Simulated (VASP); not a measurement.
# Al (P6_3/mmc) in VASP: single point with PBEsol

Aim: the single point of Al with PBEsol.

Program: VASP 6.6.1. These are calculated values, not measurements. Logs are shortened: lines on timing, memory, paths and dates and some standing lists are left out, and cuts for length are marked.

## Step 1: The cell of the first run

The structure is hexagonal, space group P6_3/mmc (No. 194). The conventional cell has a = 2.827 Å, b = 2.827 Å, c = 9.186 Å, α = 90.00°, β = 90.00°, γ = 120.00°. Within 3.7 Å of Al (site symmetry -3m) lie 12 Al at 2.82 to 2.83 Å. Al (site symmetry -6m2) has 12 Al at 2.82 to 2.83 Å within 3.7 Å.

## Step 2: Single point, PBEsol

Input file INCAR:

```
ALGO = Normal ; EDIFF = 1E-7
ENCUT = 520 ; GGA = PS
ISIF = 2 ; ISMEAR = -1
LASPH = True ; LCHARG = False
LREAL = False ; LWAVE = False
NBANDS = 14 ; NELM = 80
PREC = Accurate ; SIGMA = 0.15
```

Input file KPOINTS:

```
k-points
0
Gamma
  9 9 3
```

Input file POSCAR:

```
Al
1.0
    2.8270770000      0.0000000000      0.0000000000
   -1.4135390000      2.4483210000      0.0000000000
    0.0000000000      0.0000000000      9.1859930000
Al
4
Direct
    0.0000000000      0.0000000000      0.0000000000
    0.3333333333      0.6666666667      0.2500000000
    0.0000000000      0.0000000000      0.5000000000
    0.6666666667      0.3333333333      0.7500000000
```

Potentials or basis: VASP PAW PBE potentials, release 64 (Al).

Run with:

```
$ cat potpaw_PBE.64/Al/POTCAR > POTCAR
$ mpirun -np 1 vasp_std > vasp.out
```

OUTCAR:

```text
EDIFF = 1E-7
   ENCUT = 520
   GGA = PS
   ISIF = 2
   ISMEAR = -1
   LASPH = True
   LREAL = False
   NELM = 80
   PREC = Accurate

 ion  position               nearest neighbor table
   1  0.000  0.000  0.000-   4 2.82   2 2.82   4 2.82   2 2.82   4 2.82   2 2.82
   2  0.333  0.667  0.250-   1 2.82   3 2.82   1 2.82   3 2.82   1 2.82   3 2.82
   3  0.000  0.000  0.500-   4 2.82   2 2.82   4 2.82   2 2.82   4 2.82   2 2.82
   4  0.667  0.333  0.750-   1 2.82   3 2.82   1 2.82   3 2.82   1 2.82   3 2.82

  LATTYP: Found a hexagonal cell.
 ALAT       =     2.8270770000
 C/A-ratio  =     3.2492899910

  Lattice vectors:

 A1 = (   2.8270770000,   0.0000000000,   0.0000000000)
 A2 = (  -1.4135390000,   2.4483210000,   0.0000000000)
 A3 = (   0.0000000000,   0.0000000000,   9.1859930000)

Analysis of symmetry for initial positions (statically):
=====================================================================
 Subroutine PRICEL returns:
 Original cell was already a primitive cell.

 Routine SETGRP: Setting up the symmetry group for a
 hexagonal supercell.

 Subroutine GETGRP returns: Found 24 space group operations
 (whereof 12 operations were pure point group operations)
 out of a pool of 24 trial point group operations.

The static configuration has the point symmetry D_3d.
 The point group associated with its full space group is D_6h.

Analysis of symmetry for dynamics (positions and initial velocities):
=====================================================================
 Subroutine PRICEL returns:
 Original cell was already a primitive cell.

 Routine SETGRP: Setting up the symmetry group for a
 hexagonal supercell.

 Subroutine GETGRP returns: Found 24 space group operations
 (whereof 12 operations were pure point group operations)
 out of a pool of 24 trial point group operations.

The dynamic configuration has the point symmetry D_3d.
 The point group associated with its full space group is D_6h.

 Subroutine INISYM returns: Found 24 space group operations
 (whereof 12 operations are pure point group operations),
 and found     1 'primitive' translations

----------------------------------------------------------------------------------------

                                     Primitive cell

  volume of cell :      63.5817

  direct lattice vectors                    reciprocal lattice vectors
     2.827077000  0.000000000  0.000000000     0.353722237  0.204221659  0.000000000
    -1.413539000  2.448321000  0.000000000     0.000000000  0.408443174  0.000000000
     0.000000000  0.000000000  9.185993000     0.000000000  0.000000000  0.108861394

  length of vectors
     2.827077000  2.827077683  9.185993000     0.408443273  0.408443174  0.108861394

  position of ions in fractional coordinates (direct lattice)
     0.000000000  0.000000000  0.000000000
     0.333333333  0.666666667  0.250000000
     0.000000000  0.000000000  0.500000000
     0.666666667  0.333333333  0.750000000

  ion indices of the primitive-cell ions
   primitive index   ion index
                 1           1
                 2           2
                 3           3
                 4           4

----------------------------------------------------------------------------------------

 KPOINTS: k-points

Automatic generation of k-mesh.
 Grid dimensions read from file:
 generate k-points for:    9    9    3

 Generating k-lattice:

  Cartesian coordinates                     Fractional coordinates (reciprocal lattice)
     0.039302471  0.022691295  0.000000000     0.111111111  0.000000000  0.000000000
     0.000000000  0.045382575  0.000000000     0.000000000  0.111111111  0.000000000
     0.000000000  0.000000000  0.036287131     0.000000000  0.000000000  0.333333333

  Length of vectors
     0.045382586  0.045382575  0.036287131

  Shift w.r.t. Gamma in fractional coordinates (k-lattice)
     0.000000000  0.000000000  0.000000000

 Subroutine IBZKPT returns following result:
 ===========================================

 Found     24 irreducible k-points:

 Following reciprocal coordinates:
            Coordinates               Weight
  0.000000  0.000000  0.000000      1.000000
  0.111111  0.000000  0.000000      6.000000
  0.222222  0.000000  0.000000      6.000000
  0.333333  0.000000  0.000000      6.000000
  0.444444  0.000000  0.000000      6.000000
  0.111111  0.111111  0.000000      6.000000
[... 16 lines left out ...]
  0.333333  0.222222  0.333333     24.000000
  0.333333  0.333333  0.333333      4.000000
   k-points           NKPTS =     24   k-points in BZ     NKDIM =     24   number of bands    NBANDS=     14
   number of dos      NEDOS =    301   number of ions     NIONS =      4
   total plane-waves  NPLWV =  40320
   dimension x,y,z NGX =    24 NGY =   24 NGZ =   70
   dimension x,y,z NGXF=    48 NGYF=   48 NGZF=  140
   ions per type =               4
   NGX,Y,Z   is equivalent  to a cutoff of  14.11, 14.11, 12.67 a.u.
   NGXF,Y,Z  is equivalent  to a cutoff of  28.23, 28.23, 25.34 a.u.
 SYSTEM =  unknown system
   PREC   = accura    normal or accurate (medium, high low for compatibility)
   ISTART =      0    job   : 0-new  1-cont  2-samecut
   ICHARG =      2    charge: 1-file 2-atom 10-const
   ISPIN  =      1    spin polarized calculation?
   LNONCOLLINEAR =      F non collinear calculations
   LSORBIT =      F    spin-orbit coupling
   LASPH  =      T    aspherical Exc in radial PAW
   ENCUT  =  520.0 eV  38.22 Ry    6.18 a.u.   5.26  5.26 17.08*2*pi/ulx,y,z
   NELM   =     80;   NELMIN=  2; NELMDL= -5     # of ELM steps
   EDIFF  = 0.1E-06   stopping-criterion for ELM
   LREAL  =      F    real-space projection
   EDIFFG = 0.1E-05   stopping-criterion for IOM
   NSW    =      0    number of steps for IOM
   IBRION =     -1    ionic relax: 0-MD 1-quasi-New 2-CG
   NFREE  =      0    steps in history (QN), initial steepest desc. (CG)
   ISIF   =      2    stress and relaxation
   ISYM   =      2    0-nonsym 1-usesym 2-fastsym
   POTIM  = 0.5000    time-step for ionic-motion
   TEBEG  =    0.0;   TEEND  =   0.0 temperature during run
   PSTRESS=    0.0 pullay stress
   NELECT =      12.0000    total number of electrons
   NUPDOWN=      -1.0000    fix difference up-down
   EMIN   =  10.00;   EMAX   =-10.00  energy-range for DOS
   EFERMI =   0.00;   METHOD = LEGACY
   ISMEAR =    -1;   SIGMA  =   0.15  broadening in eV -4-tet -1-fermi 0-gaus
   EFERMI_NEDOS =   21; number of points for ismear=-14 and -15
   IALGO  =     38    algorithm
   IMIX   =      4    mixing-type and parameters
     AMIX     =   0.40;   BMIX     =  1.00
     AMIX_MAG =   1.60;   BMIX_MAG =  1.00
  volume/ion in A,a.u.               =      15.90       107.27
  Fermi-wavevector in a.u.,A,eV,Ry     =   0.939055  1.774557 11.997958  0.881825
  Thomas-Fermi vector in A             =   2.066329
   LORBIT       =      0    0 simple, 1 ext, 2 COOP (PROOUT), +10 PAW based schemes
   GGA     = PS    functional components
   LHFCALC =     F    Hartree Fock is set to
   AEXX    =    0.0000 exact exchange contribution
   IVDW    =     0    specifies the selected vdW correction
   LEPSILON=     F    determine dielectric tensor
   LRPA    =     F    only Hartree local field effects (RPA)
 non-spin polarized calculation
  energy-cutoff  :      520.00
  volume of cell :       63.58
 maximum number of plane-waves:      1720
 NGX is ok and might be reduce to    24
   NGX = 11   NGY = 11   NGZ = 35

 number of electron      12.0000000 magnetization

 Free energy of the ion-electron system (eV)
  ---------------------------------------------------
  ext. energy  EPLUGINS =         0.00000000
  ---------------------------------------------------
  free energy    TOTEN  =       -16.35600936 eV

  energy without entropy =      -16.23748884  energy(sigma->0) =      -16.29674910

 E-fermi :   8.2823     XC(G=0): -10.3944

 val. band max:        8.2621453326   @ k =   0.3333   0.1111   0.0000
 cond. band min:       8.3712196332   @ k =   0.2222   0.2222   0.0000
 fundamental gap:      0.1090743006
 Fermi energy:         8.2822760573

 k-point     1 :       0.0000    0.0000    0.0000
  band No.  band energies     occupation
      1      -3.0475      2.00000
      2      -1.3084      2.00000
      3      -1.3015      2.00000
      4       3.6286      2.00000
      5       3.9801      2.00000
      6      11.9461      0.00000
      7      11.9601      0.00000
      8      19.2006      0.00000
      9      19.2006      0.00000
     10      19.3600      0.00000
     11      19.3600      0.00000
     12      20.3187      0.00000
     13      20.3191      0.00000
     14      20.4991      0.00000

 k-point     2 :       0.1111    0.0000    0.0000
  band No.  band energies     occupation
      1      -2.7431      2.00000
      2      -1.0079      2.00000
      3      -1.0009      2.00000
      4       3.9097      2.00000
      5       4.2758      2.00000
      6      12.1711      0.00000
      7      12.2043      0.00000
      8      15.5121      0.00000
      9      16.8984      0.00000
     10      17.0032      0.00000
     11      17.2051      0.00000
     12      18.6664      0.00000
     13      18.6829      0.00000
     14      18.7440      0.00000
[... 343 lines left out ...]
      1       2.8032      2.00000
      2       3.3551      2.00000
      3       5.3451      2.00000
      4       5.3790      2.00000
      5       6.1657      2.00000
      6       7.0931      1.99928
      7       7.9123      1.84350
      8       8.1944      1.28479
      9       8.8544      0.04315
     10       9.8227      0.00007
     11      11.0302      0.00000
     12      11.8591      0.00000
     13      12.5871      0.00000
     14      14.0708      0.00000

 k-point    24 :       0.3333    0.3333    0.3333
  band No.  band energies     occupation
      1       5.0086      2.00000
      2       5.1418      2.00000
      3       5.1418      2.00000
      4       5.4789      2.00000
      5       5.6677      2.00000
      6       5.6677      2.00000
      7       7.8095      1.91796
      8       7.8095      1.91796
      9       8.1370      1.44959
     10       9.5991      0.00031
     11       9.9182      0.00004
     12       9.9182      0.00004
     13      13.9314      0.00000
     14      13.9314      0.00000

------------------------ aborting loop because EDIFF is reached ----------------------------------------

  FORCE on cell =-STRESS in cart. coord.  units (eV):
  Direction    XX          YY          ZZ          XY          YZ          ZX
  --------------------------------------------------------------------------------------
  -------------------------------------------------------------------------------------
  Total        0.4439681      0.4439682      1.2733773     -0.0000001      0.0000000      0.0000000
  in kB       11.1874266     11.1874311     32.0874779     -0.0000023      0.0000000      0.0000000
  external PRESSURE =      18.1541119 kB  Pullay stress =       0.0000000 kB

 VOLUME and BASIS-vectors are now :
 -----------------------------------------------------------------------------
  energy-cutoff  :      520.00
  volume of cell :       63.58
      direct lattice vectors                 reciprocal lattice vectors
     2.827077000  0.000000000  0.000000000     0.353722237  0.204221659  0.000000000
    -1.413539000  2.448321000  0.000000000     0.000000000  0.408443174  0.000000000
     0.000000000  0.000000000  9.185993000     0.000000000  0.000000000  0.108861394

 POSITION                                       TOTAL-FORCE (eV/Angst)
 -----------------------------------------------------------------------------------
      0.00000      0.00000      0.00000        -0.000000     -0.000000      0.000000
     -0.00000      1.63221      2.29650         0.000000     -0.000000     -0.000000
      0.00000      0.00000      4.59300        -0.000000     -0.000000      0.000000
      1.41354      0.81611      6.88949        -0.000000      0.000000     -0.000000
 -----------------------------------------------------------------------------------
    total drift:                               -0.000000      0.000000      0.000000

  FREE ENERGIE OF THE ION-ELECTRON SYSTEM (eV)
  ---------------------------------------------------
  free  energy   TOTEN  =       -16.3560093566 eV

  energy  without entropy=      -16.2374888370  energy(sigma->0) =      -16.29674910
```

Run time: 13 s. Hardware: 1 thread of Intel Xeon 6975P-C, shared host; peak memory 0.18 GiB.

Results:

| Quantity | Value |
| --- | --- |
| Free energy | -16.3560 eV |
| Pressure | 1.8 GPa |
| Band gap on the k mesh | zero (band 6 reaches 12.38 eV, above the bottom of band 7 at 6.97 eV) |

Levels at points of the mesh, in eV from the Fermi level:
```tsv
k point	band 2	band 3	band 4	band 5	band 6	band 7	band 8	band 9
(0.00, 0.00, 0.00)	-9.59	-9.58	-4.65	-4.30	3.66	3.68	10.92	10.92
```

Caveat: the PAW data sets were made with another functional, which shifts forces and pressure a little.
